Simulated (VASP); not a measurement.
# CuI (Pm-3m) in VASP: settings compared

Aim: see how the results for CuI move with the level of theory and the settings. Levels: LDA, PBEsol, PBE, r2SCAN. Tasks: single point.

Everything below comes from runs of VASP 6.6.1. Logs are shortened: lines on timing, memory, paths and dates and some standing lists are left out, and cuts for length are marked.

### Step 1. The cell of the first run

The structure is cubic, space group Pm-3m (No. 221). Conventional cell: a = 3.495 Å, b = 3.495 Å, c = 3.495 Å, α = 90.00°, β = 90.00°, γ = 90.00°. Cu (site symmetry m-3m) has 8 I at 3.03 Å and 6 Cu at 3.49 Å within 4.0 Å. Within 4.0 Å of I (site symmetry m-3m) lie 8 Cu at 3.03 Å and 6 I at 3.49 Å.

### Step 2. Single point, LDA

INCAR

```
ALGO     = Normal         # electronic algorithm
EDIFF    = 1E-6           # SCF threshold, eV
ENCUT    = 520            # plane-wave cutoff, eV
GGA      = CA             # functional
ISIF     = 2              # what is computed and relaxed
ISMEAR   = -1             # smearing method
LASPH    = True           # aspherical terms in the spheres
LCHARG   = False          # write CHGCAR
LREAL    = False          # projectors in reciprocal space
LWAVE    = False          # write WAVECAR
NBANDS   = 16             # bands
NELM     = 60             # most SCF steps
PREC     = Accurate       # precision mode
SIGMA    = 0.02           # smearing width, eV
```

KPOINTS

```
k-points
0
Gamma
  6 6 6
```

POSCAR

```
CuI
1.0
    3.4947045866      0.0000000000      0.0000000000
    0.0000000000      3.4947045866      0.0000000000
    0.0000000000      0.0000000000      3.4947045866
Cu I
1 1
Direct
    0.0000000000      0.0000000000      0.0000000000
    0.5000000000      0.5000000000      0.5000000000
```

Potentials or basis: VASP PAW LDA potentials, release 64 (Cu, I).

Run with:

```sh
> cat potpaw_LDA.64/Cu/POTCAR potpaw_LDA.64/I/POTCAR > POTCAR
> mpirun -np 1 vasp_std > vasp.out
```

OUTCAR:

```text
EDIFF = 1E-6
   ENCUT = 520
   GGA = CA
   ISIF = 2
   ISMEAR = -1
   LASPH = True
   LREAL = False
   NELM = 60
   PREC = Accurate

 ion  position               nearest neighbor table
   1  0.000  0.000  0.000-   2 3.03   2 3.03   2 3.03   2 3.03   2 3.03   2 3.03   2 3.03   2 3.03

   2  0.500  0.500  0.500-   1 3.03   1 3.03   1 3.03   1 3.03   1 3.03   1 3.03   1 3.03   1 3.03

  LATTYP: Found a simple cubic cell.
 ALAT       =     3.4947045866

  Lattice vectors:

 A1 = (   3.4947045866,   0.0000000000,   0.0000000000)
 A2 = (   0.0000000000,   3.4947045866,   0.0000000000)
 A3 = (   0.0000000000,   0.0000000000,   3.4947045866)

Analysis of symmetry for initial positions (statically):
=====================================================================
 Subroutine PRICEL returns:
 Original cell was already a primitive cell.

 Routine SETGRP: Setting up the symmetry group for a
 simple cubic supercell.

 Subroutine GETGRP returns: Found 48 space group operations
 (whereof 48 operations were pure point group operations)
 out of a pool of 48 trial point group operations.

The static configuration has the point symmetry O_h .

Analysis of symmetry for dynamics (positions and initial velocities):
=====================================================================
 Subroutine PRICEL returns:
 Original cell was already a primitive cell.

 Routine SETGRP: Setting up the symmetry group for a
 simple cubic supercell.

 Subroutine GETGRP returns: Found 48 space group operations
 (whereof 48 operations were pure point group operations)
 out of a pool of 48 trial point group operations.

The dynamic configuration has the point symmetry O_h .

 Subroutine INISYM returns: Found 48 space group operations
 (whereof 48 operations are pure point group operations),
 and found     1 'primitive' translations

----------------------------------------------------------------------------------------

                                     Primitive cell

  volume of cell :      42.6807

  direct lattice vectors                    reciprocal lattice vectors
     3.494704587  0.000000000  0.000000000     0.286147219  0.000000000  0.000000000
     0.000000000  3.494704587  0.000000000     0.000000000  0.286147219  0.000000000
     0.000000000  0.000000000  3.494704587     0.000000000  0.000000000  0.286147219

  length of vectors
     3.494704587  3.494704587  3.494704587     0.286147219  0.286147219  0.286147219

  position of ions in fractional coordinates (direct lattice)
     0.000000000  0.000000000  0.000000000
     0.500000000  0.500000000  0.500000000

  ion indices of the primitive-cell ions
   primitive index   ion index
                 1           1
                 2           2

----------------------------------------------------------------------------------------

 KPOINTS: k-points

Automatic generation of k-mesh.
 Grid dimensions read from file:
 generate k-points for:    6    6    6

 Generating k-lattice:

  Cartesian coordinates                     Fractional coordinates (reciprocal lattice)
     0.047691203  0.000000000  0.000000000     0.166666667  0.000000000  0.000000000
     0.000000000  0.047691203  0.000000000     0.000000000  0.166666667  0.000000000
     0.000000000  0.000000000  0.047691203     0.000000000  0.000000000  0.166666667

  Length of vectors
     0.047691203  0.047691203  0.047691203

  Shift w.r.t. Gamma in fractional coordinates (k-lattice)
     0.000000000  0.000000000  0.000000000

 Subroutine IBZKPT returns following result:
 ===========================================

 Found     20 irreducible k-points:

 Following reciprocal coordinates:
            Coordinates               Weight
  0.000000  0.000000  0.000000      1.000000
  0.166667  0.000000  0.000000      6.000000
  0.333333  0.000000  0.000000      6.000000
  0.500000  0.000000  0.000000      3.000000
  0.166667  0.166667  0.000000     12.000000
  0.333333  0.166667  0.000000     24.000000
[... 12 lines left out ...]
  0.500000  0.500000  0.333333      6.000000
  0.500000  0.500000  0.500000      1.000000
   k-points           NKPTS =     20   k-points in BZ     NKDIM =     20   number of bands    NBANDS=     16
   number of dos      NEDOS =    301   number of ions     NIONS =      2
   total plane-waves  NPLWV =  21952
   dimension x,y,z NGX =    28 NGY =   28 NGZ =   28
   dimension x,y,z NGXF=    56 NGYF=   56 NGZF=   56
   ions per type =               1   1
   NGX,Y,Z   is equivalent  to a cutoff of  13.32, 13.32, 13.32 a.u.
   NGXF,Y,Z  is equivalent  to a cutoff of  26.64, 26.64, 26.64 a.u.
 SYSTEM =  unknown system
   PREC   = accura    normal or accurate (medium, high low for compatibility)
   ISTART =      0    job   : 0-new  1-cont  2-samecut
   ICHARG =      2    charge: 1-file 2-atom 10-const
   ISPIN  =      1    spin polarized calculation?
   LNONCOLLINEAR =      F non collinear calculations
   LSORBIT =      F    spin-orbit coupling
   LASPH  =      T    aspherical Exc in radial PAW
   ENCUT  =  520.0 eV  38.22 Ry    6.18 a.u.   6.50  6.50  6.50*2*pi/ulx,y,z
   NELM   =     60;   NELMIN=  2; NELMDL= -5     # of ELM steps
   EDIFF  = 0.1E-05   stopping-criterion for ELM
   LREAL  =      F    real-space projection
   EDIFFG = 0.1E-04   stopping-criterion for IOM
   NSW    =      0    number of steps for IOM
   IBRION =     -1    ionic relax: 0-MD 1-quasi-New 2-CG
   NFREE  =      0    steps in history (QN), initial steepest desc. (CG)
   ISIF   =      2    stress and relaxation
   ISYM   =      2    0-nonsym 1-usesym 2-fastsym
   POTIM  = 0.5000    time-step for ionic-motion
   TEBEG  =    0.0;   TEEND  =   0.0 temperature during run
   PSTRESS=    0.0 pullay stress
   NELECT =      18.0000    total number of electrons
   NUPDOWN=      -1.0000    fix difference up-down
   EMIN   =  10.00;   EMAX   =-10.00  energy-range for DOS
   EFERMI =   0.00;   METHOD = LEGACY
   ISMEAR =    -1;   SIGMA  =   0.02  broadening in eV -4-tet -1-fermi 0-gaus
   EFERMI_NEDOS =   21; number of points for ismear=-14 and -15
   IALGO  =     38    algorithm
   IMIX   =      4    mixing-type and parameters
     AMIX     =   0.40;   BMIX     =  1.00
     AMIX_MAG =   1.60;   BMIX_MAG =  1.00
  volume/ion in A,a.u.               =      21.34       144.01
  Fermi-wavevector in a.u.,A,eV,Ry     =   1.227689  2.319997 20.506992  1.507221
  Thomas-Fermi vector in A             =   2.362643
   LORBIT       =      0    0 simple, 1 ext, 2 COOP (PROOUT), +10 PAW based schemes
   GGA     = CA    functional components
   LHFCALC =     F    Hartree Fock is set to
   AEXX    =    0.0000 exact exchange contribution
   IVDW    =     0    specifies the selected vdW correction
   LEPSILON=     F    determine dielectric tensor
   LRPA    =     F    only Hartree local field effects (RPA)
 non-spin polarized calculation
  energy-cutoff  :      520.00
  volume of cell :       42.68
 maximum number of plane-waves:      1189
 NGX is ok and might be reduce to    28
   NGX = 13   NGY = 13   NGZ = 13

 number of electron      18.0000021 magnetization

 Free energy of the ion-electron system (eV)
  ---------------------------------------------------
  ext. energy  EPLUGINS =         0.00000000
  ---------------------------------------------------
  free energy    TOTEN  =        -5.47372776 eV

  energy without entropy =       -5.47174960  energy(sigma->0) =       -5.47273868

 E-fermi :   7.2550     XC(G=0): -10.8621

 val. band max:        7.1968387789   @ k =   0.5000   0.5000   0.3333
 cond. band min:       7.2974782524   @ k =   0.5000   0.3333   0.0000
 fundamental gap:      0.1006394734
 Fermi energy:         7.2550296255

 k-point     1 :       0.0000    0.0000    0.0000
  band No.  band energies     occupation
      1      -7.5530      2.00000
      2       4.6047      2.00000
      3       4.6047      2.00000
      4       5.1465      2.00000
      5       5.1465      2.00000
      6       5.1465      2.00000
[... 8 lines left out ...]
     15      18.1088      0.00000
     16      21.2247      0.00000

 k-point     2 :       0.1667    0.0000    0.0000
  band No.  band energies     occupation
      1      -7.3424      2.00000
      2       3.1129      2.00000
      3       4.6377      2.00000
      4       4.7451      2.00000
      5       4.7451      2.00000
      6       4.9863      2.00000
[... 8 lines left out ...]
     15      16.8107      0.00000
     16      20.0788      0.00000

 k-point     3 :       0.3333    0.0000    0.0000
  band No.  band energies     occupation
      1      -6.8407      2.00000
      2       0.9101      2.00000
      3       4.4561      2.00000
      4       4.4561      2.00000
      5       4.7044      2.00000
      6       5.1607      2.00000
[... 8 lines left out ...]
     15      17.8730      0.00000
     16      18.6503      0.00000

 k-point     4 :       0.5000    0.0000    0.0000
  band No.  band energies     occupation
      1      -6.5283      2.00000
      2      -0.0132      2.00000
      3       4.3608      2.00000
      4       4.3608      2.00000
      5       4.7383      2.00000
      6       5.1654      2.00000
[... 8 lines left out ...]
     15      16.9480      0.00000
     16      21.8488      0.00000
[... 248 lines left out ...]
 k-point    18 :       0.5000    0.3333    0.3333
  band No.  band energies     occupation
      1      -5.3251      2.00000
      2       1.7725      2.00000
      3       2.6721      2.00000
      4       2.9785      2.00000
      5       5.0772      2.00000
      6       5.1156      2.00000
[... 8 lines left out ...]
     15      20.7708      0.00000
     16      23.0063      0.00000

 k-point    19 :       0.5000    0.5000    0.3333
  band No.  band energies     occupation
      1      -5.0704      2.00000
      2       2.0539      2.00000
      3       2.0539      2.00000
      4       2.9325      2.00000
      5       5.1366      2.00000
      6       5.3414      2.00000
[... 8 lines left out ...]
     15      24.0836      0.00000
     16      24.0836      0.00000

 k-point    20 :       0.5000    0.5000    0.5000
  band No.  band energies     occupation
      1      -4.8108      2.00000
      2       2.1750      2.00000
      3       2.1750      2.00000
      4       2.1750      2.00000
      5       5.3439      2.00000
      6       5.3439      2.00000
[... 8 lines left out ...]
     15      25.3596      0.00000
     16      25.3641      0.00000

------------------------ aborting loop because EDIFF is reached ----------------------------------------

  FORCE on cell =-STRESS in cart. coord.  units (eV):
  Direction    XX          YY          ZZ          XY          YZ          ZX
  --------------------------------------------------------------------------------------
  -------------------------------------------------------------------------------------
  Total        0.0393292      0.0393292      0.0393292      0.0000000      0.0000000     -0.0000000
  in kB        1.4763661      1.4763661      1.4763661      0.0000000      0.0000000     -0.0000000
  external PRESSURE =       1.4763661 kB  Pullay stress =       0.0000000 kB

 VOLUME and BASIS-vectors are now :
 -----------------------------------------------------------------------------
  energy-cutoff  :      520.00
  volume of cell :       42.68
      direct lattice vectors                 reciprocal lattice vectors
     3.494704587  0.000000000  0.000000000     0.286147219  0.000000000  0.000000000
     0.000000000  3.494704587  0.000000000     0.000000000  0.286147219  0.000000000
     0.000000000  0.000000000  3.494704587     0.000000000  0.000000000  0.286147219

 POSITION                                       TOTAL-FORCE (eV/Angst)
 -----------------------------------------------------------------------------------
      0.00000      0.00000      0.00000         0.000000      0.000000      0.000000
      1.74735      1.74735      1.74735         0.000000      0.000000      0.000000
 -----------------------------------------------------------------------------------
    total drift:                               -0.000000      0.000000     -0.000000

  FREE ENERGIE OF THE ION-ELECTRON SYSTEM (eV)
  ---------------------------------------------------
  free  energy   TOTEN  =        -5.4737277567 eV

  energy  without entropy=       -5.4717495952  energy(sigma->0) =       -5.47273868
```

Run time: 16 s. Hardware: 1 thread of Intel Xeon Platinum 8259CL at 2.50GHz (Skylake/Cascade Lake), shared host; peak memory 0.15 GiB.

Results:

```
Free energy            : -5.4737 eV
Pressure               : 0.1 GPa
Band gap on the k mesh : zero (band 9 reaches 7.35 eV, above the bottom of band 10 at 6.59 eV)
```

Caveat: spin-orbit coupling is left out, which moves the levels of the heavy elements; semilocal functionals often make such compounds metallic where correlation or magnetic order opens a gap, which also shifts bond lengths.

### Step 3. Single point, PBEsol

This run uses another cell than the first one, of 22.47 Å³/atom, 1.053 times its volume.

INCAR

```
SYSTEM = CuI
  PREC = Accurate
  ENCUT = 520
  EDIFF = 1E-6
  ISMEAR = -1
  SIGMA = 0.02
  LREAL = .FALSE.
  LASPH = .TRUE.
  NELM = 100
  ALGO = Normal
  ISIF = 2
  LWAVE = .FALSE.
  LCHARG = .TRUE.
  GGA = PS
  LELF = .TRUE.
  LVHAR = .TRUE.
  NBANDS = 16
```

KPOINTS

```
Automatic mesh
0
G
  6 6 6
  0 0 0
```

POSCAR

```
CuI
1.0
    3.5555569128      0.0000000000      0.0000000000
    0.0000000000      3.5555569128      0.0000000000
    0.0000000000      0.0000000000      3.5555569128
Cu I
1 1
Direct
    0.0000000000      0.0000000000      0.0000000000
    0.5000000000      0.5000000000      0.5000000000
```

Potentials or basis: VASP PAW PBE potentials, release 64 (Cu, I).

Run with:

```sh
> cat potpaw_PBE.64/Cu/POTCAR potpaw_PBE.64/I/POTCAR > POTCAR
> mpirun -np 1 vasp_std > vasp.out
```

Run time: 20 s. Hardware: 1 thread of Intel Xeon Platinum 8259CL at 2.50GHz (Skylake/Cascade Lake), shared host; peak memory 0.16 GiB.

It converged, with:

```yaml
Free_energy: -4.9008 eV
Pressure: 0.1 GPa
Band_gap_on_the_k_mesh: zero (band 9 reaches 6.69 eV, above the bottom of band 10 at 6.10 eV)
```

Levels at points of the mesh, in eV from the Fermi level:
```csv
k point,band 7,band 8,band 9,band 10,band 11,band 12
"(0.00, 0.00, 0.00)",-1.79,-1.79,-1.79,-0.37,5.20,5.20
"(0.50, 0.00, 0.00)",-1.72,0.04,0.04,3.39,4.17,6.09
"(0.50, 0.50, 0.00)",-1.90,-1.73,-0.67,-0.23,7.34,7.34
"(0.50, 0.50, 0.50)",-0.92,-0.92,-0.92,1.31,1.31,1.31
```

Caveat: the PAW data sets were made with another functional, which shifts forces and pressure a little; spin-orbit coupling is left out, which moves the levels of the heavy elements; semilocal functionals often make such compounds metallic where correlation or magnetic order opens a gap, which also shifts bond lengths.

### Step 4. Single point, PBE

This run uses another cell than the first one, of 24.30 Å³/atom, 1.139 times its volume.

INCAR

```
SYSTEM = CuI
ALGO = Normal
EDIFF = 1E-7
ENCUT = 520
GGA = PE
ISIF = 2
ISMEAR = -1
LASPH = .True.
LCHARG = .False.
LREAL = .False.
LWAVE = .False.
NBANDS = 16
NELM = 80
PREC = Accurate
SIGMA = 0.02
```

KPOINTS

```
k-points
0
Gamma
  6 6 6
  0 0 0
```

POSCAR

```
CuI
1.0
    3.6494671566      0.0000000000      0.0000000000
    0.0000000000      3.6494671566      0.0000000000
    0.0000000000      0.0000000000      3.6494671566
Cu I
1 1
Direct
    0.0000000000      0.0000000000      0.0000000000
    0.5000000000      0.5000000000      0.5000000000
```

Run with:

```sh
> cat potpaw_PBE.64/Cu/POTCAR potpaw_PBE.64/I/POTCAR > POTCAR
> mpirun -np 1 vasp_std > vasp.out
```

Run time: 21 s. Hardware: 1 thread of Intel Xeon Platinum 8259CL at 2.50GHz (Skylake/Cascade Lake), shared host; peak memory 0.16 GiB.

Results (log left out):

| Quantity | Value |
| --- | --- |
| Free energy | -4.1413 eV |
| Pressure | 0.0 GPa |
| Band gap on the k mesh | zero (band 9 reaches 5.75 eV, above the bottom of band 10 at 5.35 eV) |

Levels at points of the mesh, in eV from the Fermi level:
| k point | band 5 | band 6 | band 7 | band 8 | band 9 | band 10 | band 11 | band 12 | band 13 | band 14 |
| --- | --- | --- | --- | --- | --- | --- | --- | --- | --- | --- |
| (0.00, 0.00, 0.00) | -1.57 | -1.57 | -1.56 | -1.56 | -1.56 | -0.36 | 5.48 | 5.48 | 10.21 | 10.21 |
| (0.50, 0.00, 0.00) | -1.88 | -1.55 | -1.41 | 0.04 | 0.04 | 3.47 | 3.95 | 6.33 | 6.33 | 6.39 |
| (0.50, 0.50, 0.00) | -1.70 | -1.70 | -1.59 | -1.42 | -0.37 | -0.25 | 7.29 | 7.29 | 7.64 | 9.14 |
| (0.50, 0.50, 0.50) | -1.41 | -1.41 | -0.73 | -0.73 | -0.73 | 1.80 | 1.80 | 1.80 | 1.98 | 16.83 |

Caveat: spin-orbit coupling is left out, which moves the levels of the heavy elements; semilocal functionals often make such compounds metallic where correlation or magnetic order opens a gap, which also shifts bond lengths.

### Step 5. Single point, r2SCAN

This run uses another cell than the first one, of 24.54 Å³/atom, 1.150 times its volume.

POSCAR

```
CuI
1.0
    3.6613896848      0.0000000000      0.0000000000
    0.0000000000      3.6613896848      0.0000000000
    0.0000000000      0.0000000000      3.6613896848
Cu I
1 1
Direct
    0.0000000000      0.0000000000      0.0000000000
    0.5000000000      0.5000000000      0.5000000000
```

INCAR.step1

```
SYSTEM = CuI
PREC     = Accurate       ! precision mode
ENCUT    = 520            ! plane-wave cutoff, eV
ISMEAR   = -1             ! smearing method
SIGMA    = 0.02           ! smearing width, eV
LREAL    = .FALSE.        ! projectors in reciprocal space
LASPH    = .TRUE.         ! aspherical terms in the spheres
NELM     = 100            ! most SCF steps
NBANDS   = 16             ! bands
GGA      = PE             ! functional
ALGO     = Normal         ! electronic algorithm
EDIFF    = 1E-4           ! SCF threshold, eV
LWAVE    = .TRUE.         ! write WAVECAR
LCHARG   = .FALSE.        ! write CHGCAR
```

INCAR.step2

```
SYSTEM = CuI
PREC     = Accurate       ! precision mode
ENCUT    = 520            ! plane-wave cutoff, eV
EDIFF    = 1E-6           ! SCF threshold, eV
ISMEAR   = -1             ! smearing method
SIGMA    = 0.02           ! smearing width, eV
LREAL    = .FALSE.        ! projectors in reciprocal space
LASPH    = .TRUE.         ! aspherical terms in the spheres
NELM     = 100            ! most SCF steps
ALGO     = Normal         ! electronic algorithm
ISIF     = 2              ! what is computed and relaxed
LWAVE    = .FALSE.        ! write WAVECAR
LCHARG   = .TRUE.         ! write CHGCAR
METAGGA  = R2SCAN         ! meta-GGA
LMIXTAU  = .TRUE.       
LELF     = .TRUE.         ! ELF
LVHAR    = .TRUE.       
NBANDS   = 16             ! bands
ISTART   = 1
```

KPOINTS

```
Automatic mesh
0
G
  6 6 6
  0 0 0
```

Run with:

```sh
> cat potpaw_PBE.64/Cu/POTCAR potpaw_PBE.64/I/POTCAR > POTCAR
> cp INCAR.step1 INCAR
> mpirun -np 1 vasp_std > vasp.out
> cp INCAR.step2 INCAR
> mpirun -np 1 vasp_std > vasp.out
```

It took 86 s on 1 thread of Intel Xeon Platinum 8259CL at 2.50GHz (Skylake/Cascade Lake), shared host; peak memory 0.17 GiB.

It converged, with:

```yaml
Free_energy: -34.2833 eV
Pressure: 0.0 GPa
Band_gap_on_the_k_mesh: zero (band 9 reaches 5.46 eV, above the bottom of band 10 at 5.35 eV)
```

Levels at points of the mesh, in eV from the Fermi level:
```tsv
k point	band 6	band 7	band 8	band 9	band 10	band 11	band 12	band 13
(0.00, 0.00, 0.00)	-1.66	-1.56	-1.56	-1.56	0.16	5.93	5.93	10.88
(0.50, 0.00, 0.00)	-1.54	-1.40	0.00	0.00	4.07	4.36	6.75	6.75
(0.50, 0.50, 0.00)	-1.69	-1.57	-1.41	-0.33	-0.11	7.89	7.89	8.23
(0.50, 0.50, 0.50)	-1.40	-0.75	-0.75	-0.75	2.18	2.18	2.18	2.41
```

Caveat: the PAW data sets were made with another functional, which shifts forces and pressure a little; spin-orbit coupling is left out, which moves the levels of the heavy elements; semilocal functionals often make such compounds metallic where correlation or magnetic order opens a gap, which also shifts bond lengths.

(Part 1 of 2 ends here.)
